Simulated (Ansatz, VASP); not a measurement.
# TiC: VASP beside Ansatz

```xyz
2
Lattice="0.0000 2.1304 2.1304 2.1304 0.0000 2.1304 2.1304 2.1304 0.0000" Properties=species:S:1:pos:R:3 pbc="T T T"
Ti    0.0000    0.0000    0.0000
C     2.1304    2.1304    2.1304
```

Alike in both runs: functional LDA; k mesh 8 × 8 × 8; occupations gaussian, width 0.1 eV; no spin polarisation.

Ansatz relaxed the structure, and its values are those at the end. VASP's run is a single point on that final structure, the one shown.

|  | VASP | Ansatz |
| --- | --- | --- |
| version | VASP 6.6.1 | Ansatz 0.2.0 |
| potentials or method | VASP PAW LDA potentials, release 64 (Ti_sv, C), cutoff 520 eV | scalar-relativistic, plane waves, PAW |
| valence electrons in the cell | 16 | 16 |

```tsv
	VASP	Ansatz	Ansatz less VASP
gap on the k mesh at the Fermi level (eV)	none	none	-
pressure (GPa)	0.7	0.0	-0.73
```

Ansatz warns that its potentials were made for another functional, while VASP's fit it. LDA's correlation is that of Perdew and Zunger in VASP and of Perdew and Wang (1992) in Ansatz. A gap of «none» marks a metal or a gap that the smearing closes.
